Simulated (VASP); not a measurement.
Input of a VASP 6.6.1 run:

Contents of INCAR:

```
SYSTEM = HgTe
PREC = Accurate
ENCUT = 520
EDIFF = 1E-6
ISMEAR = -1
SIGMA = 0.05
LREAL = .FALSE.
LASPH = .TRUE.
NELM = 60
ALGO = Normal
ISIF = 2
LWAVE = .FALSE.
LCHARG = .FALSE.
GGA = PS
NBANDS = 16
```

File KPOINTS:

```
regular mesh
0
G
  10 10 10
  0 0 0
```

POSCAR

```
HgTe
1.0
   -2.8552718445      2.8552718445      1.5790505654
    2.8552718445     -2.8552718445      1.5790505654
    2.8552718445      2.8552718445     -1.5790505654
Hg Te
1 1
Direct
    0.7500000000      0.2500000000      0.5000000000
    0.0000000000      0.0000000000      0.0000000000
```

Potentials or basis: VASP PAW PBE potentials, release 64 (Hg, Te).

Run with:

```sh
$ cat potpaw_PBE.64/Hg/POTCAR potpaw_PBE.64/Te/POTCAR > POTCAR
$ mpirun -np 1 vasp_std > vasp.out
```

Predict the pressure.

2.2 GPa.

What does it give for the band gap on the k mesh?

Zero (band 9 reaches 7.76 eV, above the bottom of band 10 at 3.50 eV).

Caveat: the PAW data sets were made with another functional, which shifts forces and pressure a little; spin-orbit coupling is left out, which moves the levels of the heavy elements.
